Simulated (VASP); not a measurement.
A run of VASP 6.6.1 is set up as follows.

File POSCAR:

```
SiGe5
1.0
    3.9843494673      0.0000000000      0.0000000000
   -1.9921747337      3.4505478562      0.0000000000
    0.0000000000      0.0000000000      9.7298451469
Si Ge
1 5
Direct
    0.0000000000      0.0000000000     -0.0000873144
    0.6666666667      0.3333333333      0.6680960126
    0.3333333333      0.6666666667      0.3315525354
    0.6666666667      0.3333333333      0.9207788447
    0.3333333333      0.6666666667      0.5833341071
    0.0000000000      0.0000000000      0.2463258147
```

INCAR.step1

```
SYSTEM = SiGe5
  PREC = Accurate
  ENCUT = 520
  ISMEAR = 0
  SIGMA = 0.01
  LREAL = .False.
  LASPH = .True.
  NELM = 100
  NBANDS = 46
  GGA = PE
  ALGO = Normal
  EDIFF = 1E-4
  LWAVE = .True.
  LCHARG = .False.
```

File INCAR.step2:

```
SYSTEM = SiGe5
  PREC = Accurate
  ENCUT = 520
  EDIFF = 1E-6
  ISMEAR = 0
  SIGMA = 0.01
  LREAL = .False.
  LASPH = .True.
  NELM = 100
  ALGO = Normal
  ISIF = 2
  LWAVE = .False.
  LCHARG = .False.
  METAGGA = R2SCAN
  LMIXTAU = .True.
  NBANDS = 46
  ISTART = 1
```

KPOINTS

```
Automatic mesh
0
Gamma
  6 6 2
  0 0 0
```

Potentials or basis: VASP PAW PBE potentials, release 64 (Si, Ge_d).

The run is started by

```sh
$ cat potpaw_PBE.64/Si/POTCAR potpaw_PBE.64/Ge_d/POTCAR > POTCAR
$ cp INCAR.step1 INCAR
$ mpirun -np 1 vasp_std > vasp.out
$ cp INCAR.step2 INCAR
$ mpirun -np 1 vasp_std > vasp.out
```

(1) Predict the band gap on the k mesh.

(2) Estimate the largest force.

(3) Predict the pressure.

## Answers

(1) 0.62 eV (least direct gap 0.67 eV).

(2) 0.010 eV/Å.

(3) 0.0 GPa.

Caveat: the PAW data sets were made with another functional, which shifts forces and pressure a little.
